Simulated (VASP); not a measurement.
# InSe (R3m) in VASP: further runs

Runs on InSe. Level: PBEsol. Tasks: single point.

All numbers are computed with VASP 6.6.1; they aren't measurements. Logs are shortened: lines on timing, memory, paths and dates and some standing lists are left out, and cuts for length are marked.

### Step 1. The cell of the first run

Symmetry: R3m, No. 160, trigonal system. Conventional cell: a = 4.006 Å, b = 4.006 Å, c = 25.565 Å, α = 90.00°, β = 90.00°, γ = 120.00°. In (site symmetry 3m) has 3 Se at 2.63 Å and 1 In at 2.77 Å within 3.5 Å. In (site symmetry 3m) has 3 Se at 2.63 Å and 1 In at 2.77 Å within 3.5 Å. Se (site symmetry 3m) has 3 In at 2.63 Å within 3.5 Å. Within 3.5 Å of Se (site symmetry 3m) lie 3 In at 2.63 Å.

### Step 2. Single point, PBEsol

INCAR

```
SYSTEM = InSe
PREC = Accurate ; ENCUT = 520
EDIFF = 1E-7 ; ISMEAR = -1
SIGMA = 0.02 ; LREAL = .False.
LASPH = .True. ; NELM = 100
ALGO = Normal ; ISIF = 2
LWAVE = .False. ; LCHARG = .False.
GGA = PS ; NBANDS = 27
```

KPOINTS

```
regular mesh
0
Gamma
  7 7 7
  0 0 0
```

POSCAR

```
InSe
1.0
    2.0029034210      1.1563768293      8.5215638837
   -2.0029034210      1.1563768293      8.5215638837
    0.0000000000     -2.3127536585      8.5215638837
In Se
2 2
Direct
    0.1103465100      0.1103465100      0.1103465100
    0.0018301300      0.0018301300      0.0018301300
    0.6197098100      0.6197098100      0.6197098100
    0.8258115400      0.8258115400      0.8258115400
```

Potentials or basis: VASP PAW PBE potentials, release 64 (In_d, Se).

Run with:

```sh
$ cat potpaw_PBE.64/In_d/POTCAR potpaw_PBE.64/Se/POTCAR > POTCAR
$ mpirun -np 1 vasp_std > vasp.out
```

OUTCAR:

```text
SYSTEM = InSe
   PREC = Accurate
   ENCUT = 520
   EDIFF = 1E-7
   ISMEAR = -1
   LREAL = .False.
   LASPH = .True.
   NELM = 100
   ISIF = 2
   GGA = PS

 ion  position               nearest neighbor table
   1  0.110  0.110  0.110-   4 2.63   4 2.63   4 2.63   2 2.77
   2  0.002  0.002  0.002-   3 2.63   3 2.63   3 2.63   1 2.77
   3  0.620  0.620  0.620-   2 2.63   2 2.63   2 2.63
   4  0.826  0.826  0.826-   1 2.63   1 2.63   1 2.63

  LATTYP: Found a trigonal (rhomboedric) cell.
 ALAT       =     8.8298290192
 COS(alpha) =     0.8970928799

  Lattice vectors:

 A1 = (   2.0029034210,   1.1563768293,   8.5215638837)
 A2 = (  -2.0029034210,   1.1563768293,   8.5215638837)
 A3 = (   0.0000000000,  -2.3127536585,   8.5215638837)

Analysis of symmetry for initial positions (statically):
=====================================================================
 Subroutine PRICEL returns:
 Original cell was already a primitive cell.

 Routine SETGRP: Setting up the symmetry group for a
 trigonal (rhombohedral) supercell.

 Subroutine GETGRP returns: Found  6 space group operations
 (whereof  6 operations were pure point group operations)
 out of a pool of 12 trial point group operations.

The static configuration has the point symmetry C_3v.

Analysis of symmetry for dynamics (positions and initial velocities):
=====================================================================
 Subroutine PRICEL returns:
 Original cell was already a primitive cell.

 Routine SETGRP: Setting up the symmetry group for a
 trigonal (rhombohedral) supercell.

 Subroutine GETGRP returns: Found  6 space group operations
 (whereof  6 operations were pure point group operations)
 out of a pool of 12 trial point group operations.

The dynamic configuration has the point symmetry C_3v.

 Subroutine INISYM returns: Found  6 space group operations
 (whereof  6 operations are pure point group operations),
 and found     1 'primitive' translations

----------------------------------------------------------------------------------------

                                     Primitive cell

  volume of cell :     118.4213

  direct lattice vectors                    reciprocal lattice vectors
     2.002903421  1.156376829  8.521563884     0.249637598  0.144128335  0.039116451
    -2.002903421  1.156376829  8.521563884    -0.249637598  0.144128335  0.039116451
     0.000000000 -2.312753659  8.521563884     0.000000000 -0.288256669  0.039116451

  length of vectors
     8.829829019  8.829829019  8.829829019     0.290898615  0.290898615  0.290898615

  position of ions in fractional coordinates (direct lattice)
     0.110346510  0.110346510  0.110346510
     0.001830130  0.001830130  0.001830130
     0.619709810  0.619709810  0.619709810
     0.825811540  0.825811540  0.825811540

  ion indices of the primitive-cell ions
   primitive index   ion index
                 1           1
                 2           2
                 3           3
                 4           4

----------------------------------------------------------------------------------------

 KPOINTS: regular mesh

Automatic generation of k-mesh.
 Grid dimensions read from file:
 generate k-points for:    7    7    7

 Generating k-lattice:

  Cartesian coordinates                     Fractional coordinates (reciprocal lattice)
     0.035662514  0.020589762  0.005588064     0.142857143  0.000000000  0.000000000
    -0.035662514  0.020589762  0.005588064     0.000000000  0.142857143  0.000000000
     0.000000000 -0.041179524  0.005588064    -0.000000000 -0.000000000  0.142857143

  Length of vectors
     0.041556945  0.041556945  0.041556945

  Shift w.r.t. Gamma in fractional coordinates (k-lattice)
     0.000000000  0.000000000  0.000000000

 Subroutine IBZKPT returns following result:
 ===========================================

 Found     44 irreducible k-points:

 Following reciprocal coordinates:
            Coordinates               Weight
  0.000000  0.000000  0.000000      1.000000
  0.142857 -0.000000 -0.000000      6.000000
  0.285714 -0.000000  0.000000      6.000000
  0.428571 -0.000000  0.000000      6.000000
  0.142857  0.142857 -0.000000      6.000000
  0.285714  0.142857  0.000000     12.000000
[... 16 lines left out ...]
  0.285714  0.285714  0.142857      6.000000
  0.428571  0.285714  0.142857     12.000000
 [... further k-points ...]
   k-points           NKPTS =     44   k-points in BZ     NKDIM =     44   number of bands    NBANDS=     27
   number of dos      NEDOS =    301   number of ions     NIONS =      4
   total plane-waves  NPLWV = 343000
   dimension x,y,z NGX =    70 NGY =   70 NGZ =   70
   dimension x,y,z NGXF=   140 NGYF=  140 NGZF=  140
   ions per type =               2   2
   NGX,Y,Z   is equivalent  to a cutoff of  13.18, 13.18, 13.18 a.u.
   NGXF,Y,Z  is equivalent  to a cutoff of  26.36, 26.36, 26.36 a.u.
 SYSTEM =  InSe
[... 60 lines left out ...]
 cond. band min:       4.3724723118   @ k =   0.4286   0.4286   0.4286
 fundamental gap:      0.7054499736
 Fermi energy:         4.0302912227

 k-point     1 :       0.0000    0.0000    0.0000
  band No.  band energies     occupation
      1     -10.9152      2.00000
      2     -10.7135      2.00000
      3     -10.7135      2.00000
      4     -10.6253      2.00000
      5     -10.6253      2.00000
      6     -10.6103      2.00000
[... 19 lines left out ...]
     26       9.2870      0.00000
     27      11.0293      0.00000

 k-point     2 :       0.1429   -0.0000   -0.0000
  band No.  band energies     occupation
      1     -10.9219      2.00000
      2     -10.7881      2.00000
      3     -10.7222      2.00000
      4     -10.7102      2.00000
      5     -10.6162      2.00000
      6     -10.6104      2.00000
[... 19 lines left out ...]
     26       9.7425      0.00000
     27      10.5828      0.00000

 k-point     3 :       0.2857   -0.0000    0.0000
  band No.  band energies     occupation
      1     -10.9894      2.00000
      2     -10.8656      2.00000
      3     -10.8432      2.00000
      4     -10.7077      2.00000
      5     -10.6294      2.00000
      6     -10.5772      2.00000
[... 19 lines left out ...]
     26      10.3700      0.00000
     27      10.8375      0.00000

 k-point     4 :       0.4286   -0.0000    0.0000
  band No.  band energies     occupation
      1     -11.0609      2.00000
      2     -10.9504      2.00000
      3     -10.8427      2.00000
      4     -10.7089      2.00000
      5     -10.6397      2.00000
      6     -10.5511      2.00000
[... 19 lines left out ...]
     26      10.3755      0.00000
     27      11.0465      0.00000

 k-point     5 :       0.1429    0.1429   -0.0000
  band No.  band energies     occupation
      1     -10.9218      2.00000
      2     -10.7876      2.00000
      3     -10.7229      2.00000
      4     -10.7102      2.00000
      5     -10.6162      2.00000
      6     -10.6104      2.00000
[... 19 lines left out ...]
     26       9.7086      0.00000
     27      10.6266      0.00000

 k-point     6 :       0.2857    0.1429    0.0000
  band No.  band energies     occupation
      1     -10.9615      2.00000
      2     -10.8392      2.00000
      3     -10.8298      2.00000
      4     -10.7107      2.00000
      5     -10.6218      2.00000
      6     -10.5896      2.00000
[... 444 lines left out ...]
      1     -11.0605      2.00000
      2     -10.9507      2.00000
      3     -10.8426      2.00000
      4     -10.7089      2.00000
      5     -10.6397      2.00000
      6     -10.5511      2.00000
[... 19 lines left out ...]
     26      10.5310      0.00000
     27      11.2038      0.00000

 k-point    22 :      -0.1429    0.1429    0.1429
  band No.  band energies     occupation
      1     -10.9894      2.00000
      2     -10.8654      2.00000
      3     -10.8433      2.00000
      4     -10.7078      2.00000
      5     -10.6294      2.00000
      6     -10.5772      2.00000
[... 19 lines left out ...]
     26      10.4248      0.00000
     27      10.7452      0.00000

 k-point    23 :       0.2857    0.2857    0.1429
  band No.  band energies     occupation
      1     -10.9211      2.00000
      2     -10.7854      2.00000
      3     -10.7264      2.00000
      4     -10.7103      2.00000
      5     -10.6162      2.00000
      6     -10.6104      2.00000
[... 19 lines left out ...]
     26       9.7304      0.00000
     27      10.8324      0.00000

 k-point    24 :       0.4286    0.2857    0.1429
  band No.  band energies     occupation
      1     -10.9586      2.00000
      2     -10.8399      2.00000
      3     -10.8324      2.00000
      4     -10.7108      2.00000
      5     -10.6218      2.00000
      6     -10.5896      2.00000
[... 19 lines left out ...]
     26      10.3717      0.00000
     27      10.9461      0.00000

 [... further k-points ...]

------------------------ aborting loop because EDIFF is reached ----------------------------------------

  FORCE on cell =-STRESS in cart. coord.  units (eV):
  Direction    XX          YY          ZZ          XY          YZ          ZX
  --------------------------------------------------------------------------------------
  -------------------------------------------------------------------------------------
  Total        0.5385898      0.5385898      0.5231122      0.0000000      0.0000000      0.0000000
  in kB        7.2868321      7.2868321      7.0774289      0.0000000      0.0000000      0.0000000
  external PRESSURE =       7.2170310 kB  Pullay stress =       0.0000000 kB

 VOLUME and BASIS-vectors are now :
 -----------------------------------------------------------------------------
  energy-cutoff  :      520.00
  volume of cell :      118.42
      direct lattice vectors                 reciprocal lattice vectors
     2.002903421  1.156376829  8.521563884     0.249637598  0.144128335  0.039116451
    -2.002903421  1.156376829  8.521563884    -0.249637598  0.144128335  0.039116451
     0.000000000 -2.312753659  8.521563884     0.000000000 -0.288256669  0.039116451

 POSITION                                       TOTAL-FORCE (eV/Angst)
 -----------------------------------------------------------------------------------
      0.00000      0.00000      2.82097         0.000000     -0.000000     -0.198834
      0.00000      0.00000      0.04679         0.000000      0.000000      0.199989
      0.00000      0.00000     15.84269         0.000000     -0.000000     -0.242202
      0.00000      0.00000     21.11162         0.000000      0.000000      0.241047
 -----------------------------------------------------------------------------------
    total drift:                                0.000000      0.000000      0.000109

  FREE ENERGIE OF THE ION-ELECTRON SYSTEM (eV)
  ---------------------------------------------------
  free  energy   TOTEN  =       -15.5877283463 eV

  energy  without entropy=      -15.5877283460  energy(sigma->0) =      -15.58772835
```

Run time: 6.3 min. Hardware: 1 thread of Intel Xeon 6975P-C (Granite Rapids), shared host; peak memory 0.68 GiB.

Results:

- Free energy: -15.5877 eV
- Pressure: 0.7 GPa
- Largest force: 0.242 eV/Å
- Band gap on the k mesh: 0.71 eV

Forces on the atoms (eV/Å):
```
In   0.000  0.000 -0.199
In   0.000  0.000  0.200
Se   0.000  0.000 -0.242
Se   0.000  0.000  0.241
```

Levels at points of the mesh, in eV from the valence-band top:
```csv
k point,band 17,band 18,band 19,band 20,band 21,band 22
"(0.00, 0.00, 0.00)",-1.12,-1.09,-1.09,1.67,2.16,4.46
```

Caveat: the PAW data sets were made with another functional, which shifts forces and pressure a little; spin-orbit coupling is left out, which moves the levels of the heavy elements; an odd mesh through Γ misses points on the zone boundary, where band edges can lie.

### Step 3. Single point, PBEsol

This run uses another cell than the first one, of 30.52 Å³/atom.

INCAR

```
SYSTEM = InSe
PREC = Accurate
ENCUT = 520
EDIFF = 1E-6
ISMEAR = -1
SIGMA = 0.02
LREAL = .False.
LASPH = .True.
NELM = 80
ALGO = Normal
ISIF = 2
LWAVE = .False.
LCHARG = .False.
GGA = PS
NBANDS = 27
```

KPOINTS is that of step 2.

POSCAR

```
InSe
1.0
    2.0233426227      1.1681774079      8.6085246234
   -2.0233426227      1.1681774079      8.6085246234
    0.0000000000     -2.3363548157      8.6085246234
In Se
2 2
Direct
    0.1103465100      0.1103465100      0.1103465100
    0.0018301300      0.0018301300      0.0018301300
    0.6197098100      0.6197098100      0.6197098100
    0.8258115400      0.8258115400      0.8258115400
```

Potentials or basis: VASP PAW PBE potentials, release 64 (In_d, Se).

Run with:

```sh
$ cat potpaw_PBE.64/In_d/POTCAR potpaw_PBE.64/Se/POTCAR > POTCAR
$ mpirun -np 1 vasp_std > vasp.out
```

It took 6.1 min on 1 thread of Intel Xeon 6975P-C (Granite Rapids), shared host; peak memory 0.7 GiB.

The run converged. Its results:

| Item | Value |
| --- | --- |
| Free energy | -15.5876 eV |
| Pressure | -0.8 GPa |
| Largest force | 0.095 eV/Å |
| Band gap on the k mesh | 0.64 eV (least direct gap 0.65 eV) |

Forces on the atoms (eV/Å):
```
In   0.000  0.000 -0.095
In   0.000  0.000  0.095
Se   0.000  0.000 -0.008
Se   0.000  0.000  0.008
```

Stress tensor (GPa, compression positive):
```
-0.81  0.00  0.00
 0.00 -0.81  0.00
 0.00  0.00 -0.69
```

Levels at points of the mesh, in eV from the valence-band top:
```tsv
k point	band 15	band 16	band 17	band 18	band 19	band 20	band 21	band 22	band 23	band 24
(0.00, 0.00, 0.00)	-1.19	-1.09	-1.09	-1.05	-1.05	1.60	2.10	4.43	4.43	5.52
```

Caveat: the PAW data sets were made with another functional, which shifts forces and pressure a little; spin-orbit coupling is left out, which moves the levels of the heavy elements; an odd mesh through Γ misses points on the zone boundary, where band edges can lie.

### Step 4. Single point, PBEsol

This run uses another cell than the first one, of 30.52 Å³/atom.

INCAR

```
SYSTEM = InSe
ALGO = Normal
EDIFF = 1E-7
ENCUT = 520
GGA = PS
ISIF = 2
ISMEAR = -1
LASPH = .TRUE.
LCHARG = .TRUE.
LELF = .TRUE.
LREAL = .FALSE.
LVHAR = .TRUE.
LWAVE = .FALSE.
NBANDS = 27
NELM = 80
PREC = Accurate
SIGMA = 0.02
```

KPOINTS

```
k-points
0
G
  7 7 7
  0 0 0
```

Edit POSCAR of step 3 so:

```diff
@@ -8,3 +8,3 @@
 Direct
-    0.1103465100      0.1103465100      0.1103465100
+    0.1142186408      0.1142186408      0.1142186408
     0.0018301300      0.0018301300      0.0018301300
```

Run with:

```sh
$ cat potpaw_PBE.64/In_d/POTCAR potpaw_PBE.64/Se/POTCAR > POTCAR
$ mpirun -np 1 vasp_std > vasp.out
```

Run time: 6.5 min. Hardware: 1 thread of Intel Xeon 6975P-C (Granite Rapids), shared host; peak memory 0.71 GiB.

Results (log left out):

- Free energy: -15.5284 eV
- Pressure: -0.2 GPa
- Largest force: 1.064 eV/Å
- Band gap on the k mesh: 0.50 eV (least direct gap 0.55 eV)

Forces on the atoms (eV/Å):
```
In   0.000  0.000 -1.064
In   0.000  0.000  0.487
Se   0.000  0.000 -0.020
Se   0.000  0.000  0.597
```

Stress tensor (GPa, compression positive):
```
 0.29  0.00  0.00
 0.00  0.29  0.00
 0.00  0.00 -1.24
```

Levels at points of the mesh, in eV from the valence-band top:
```tsv
k point	band 17	band 18	band 19	band 20	band 21	band 22
(0.00, 0.00, 0.00)	-1.22	-1.11	-1.11	1.36	1.99	4.39
```

Caveat: the PAW data sets were made with another functional, which shifts forces and pressure a little; spin-orbit coupling is left out, which moves the levels of the heavy elements; an odd mesh through Γ misses points on the zone boundary, where band edges can lie.

### Step 5. Single point, PBEsol

This run uses another cell than the first one, of 31.44 Å³/atom.

INCAR

```
SYSTEM = InSe
PREC = Accurate
ENCUT = 520
EDIFF = 1E-6
ISMEAR = -1
SIGMA = 0.02
LREAL = .False.
LASPH = .True.
NELM = 100
ALGO = Normal
ISIF = 2
LWAVE = .False.
LCHARG = .False.
GGA = PS
NBANDS = 27
```

KPOINTS

```
Automatic mesh
0
Gamma
  7 7 7
  0 0 0
```

POSCAR

```
InSe
1.0
    2.0433770209      1.1797442731      8.6937630839
   -2.0433770209      1.1797442731      8.6937630839
    0.0000000000     -2.3594885461      8.6937630839
In Se
2 2
Direct
    0.1103465100      0.1103465100      0.1103465100
    0.0018301300      0.0018301300      0.0018301300
    0.6197098100      0.6197098100      0.6197098100
    0.8258115400      0.8258115400      0.8258115400
```

Run with:

```sh
$ cat potpaw_PBE.64/In_d/POTCAR potpaw_PBE.64/Se/POTCAR > POTCAR
$ mpirun -np 1 vasp_std > vasp.out
```

Wall time 5.6 min (1 thread of Intel Xeon 6975P-C (Granite Rapids), shared host); peak memory 0.68 GiB.

Results (log left out):

* Free energy: -15.5562 eV
* Pressure: -2.0 GPa
* Largest force: 0.201 eV/Å
* Band gap on the k mesh: 0.58 eV (least direct gap 0.59 eV)

Forces on the atoms (eV/Å):
```
In   0.000  0.000  0.001
In   0.000  0.000 -0.001
Se   0.000  0.000  0.201
Se   0.000  0.000 -0.200
```

Stress tensor (GPa, compression positive):
```
-2.10  0.00  0.00
 0.00 -2.10  0.00
 0.00  0.00 -1.86
```

Levels at points of the mesh, in eV from the valence-band top:
| k point | band 16 | band 17 | band 18 | band 19 | band 20 | band 21 | band 22 | band 23 |
| --- | --- | --- | --- | --- | --- | --- | --- | --- |
| (0.00, 0.00, 0.00) | -1.06 | -1.06 | -1.02 | -1.02 | 1.53 | 2.05 | 4.39 | 4.39 |

Caveat: the PAW data sets were made with another functional, which shifts forces and pressure a little; spin-orbit coupling is left out, which moves the levels of the heavy elements; an odd mesh through Γ misses points on the zone boundary, where band edges can lie.

### Step 6. The runs side by side

```tsv
cell	gap on the mesh (eV)	pressure (GPa)	largest force (eV/Å)
a = 8.830 Å, angles 26.2°, 4 atoms, atomic positions A	0.71	0.7	0.24
a = 8.920 Å, angles 26.2°, 4 atoms, atomic positions A	0.64	-0.8	0.10
a = 8.920 Å, angles 26.2°, 4 atoms, atomic positions B	0.50	-0.2	1.06
a = 9.008 Å, angles 26.2°, 4 atoms, atomic positions A	0.58	-2.0	0.20
```

Alike in all rows: task single point; level PBEsol; potentials or basis VASP PAW PBE potentials, release 64 (In_d, Se); no spin polarisation; k mesh 7 × 7 × 7; cutoff (eV) 520; smearing fermi-dirac 0.02 eV.

Caveats: the PAW data sets were made with another functional, which shifts forces and pressure a little; spin-orbit coupling is left out, which moves the levels of the heavy elements; an odd mesh through Γ misses points on the zone boundary, where band edges can lie.

Absolute energies hang on the potentials; compare differences alone.
